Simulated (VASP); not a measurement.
Wanted: the native input for a VASP 6.6.1 run.

| Property | Result |
| --- | --- |
| Task | single point |
| Functional | r2SCAN |
| Potentials or basis | VASP PAW PBE potentials, release 64 (Al, O) |
| Cutoff | 520 eV |
| k mesh | 9 × 9 × 4 |
| Occupations | gaussian, width 0.01 eV |
| Spin | no spin polarisation |
| Dipole correction | no |
| Further INCAR settings | ALGO = Normal; EDIFF = 1e-07; NBANDS = 20 |

The system is Al2O3.

```
Al O
1.0
     2.83521    0.00000    0.00000
    -1.41760    2.45536    0.00000
     0.00000    0.00000    6.76425
Al O
2 3
Direct
  0.33333 0.66667 0.19934
  0.66667 0.33333 0.80066
  0.00000 0.00000 0.00000
  0.33333 0.66667 0.70321
  0.66667 0.33333 0.29679
```

The input as run:

POSCAR

```
Al2O3
1.0
    2.8352093098      0.0000000000      0.0000000000
   -1.4176046549      2.4553632873      0.0000000000
    0.0000000000      0.0000000000      6.7642522968
Al O
2 3
Direct
    0.3333333333      0.6666666667      0.1993408405
    0.6666666667      0.3333333333      0.8006591595
    0.0000000000      0.0000000000      0.0000000000
    0.3333333333      0.6666666667      0.7032066442
    0.6666666667      0.3333333333      0.2967933558
```

INCAR.step1

```
PREC = Accurate ; ENCUT = 520
ISMEAR = 0 ; SIGMA = 0.01
LREAL = F ; LASPH = T
NELM = 60 ; NBANDS = 20
GGA = PE ; ALGO = Normal
EDIFF = 1E-4 ; LWAVE = T
LCHARG = F
```

INCAR.step2

```
PREC = Accurate ; ENCUT = 520
EDIFF = 1E-7 ; ISMEAR = 0
SIGMA = 0.01 ; LREAL = F
LASPH = T ; NELM = 60
ALGO = Normal ; ISIF = 2
LWAVE = F ; LCHARG = F
METAGGA = R2SCAN ; LMIXTAU = T
NBANDS = 20 ; ISTART = 1
```

KPOINTS

```
Automatic mesh
0
Gamma
  9 9 4
```

Potentials or basis: VASP PAW PBE potentials, release 64 (Al, O).

Launch:

```sh
$ cat potpaw_PBE.64/Al/POTCAR potpaw_PBE.64/O/POTCAR > POTCAR
$ cp INCAR.step1 INCAR
$ mpirun -np 1 vasp_std > vasp.out
$ cp INCAR.step2 INCAR
$ mpirun -np 1 vasp_std > vasp.out
```

It gave:

* Pressure: 6.8 GPa
* Largest force: 0.364 eV/Å
* Band gap on the k mesh: 5.92 eV (least direct gap 5.97 eV)

Caveat: the cell stands under pressure; the PAW data sets were made with another functional, which shifts forces and pressure a little.

Run time: 3.3 min on 1 thread of Intel Xeon 8259CL (shared host), peak memory 0.19 GiB.
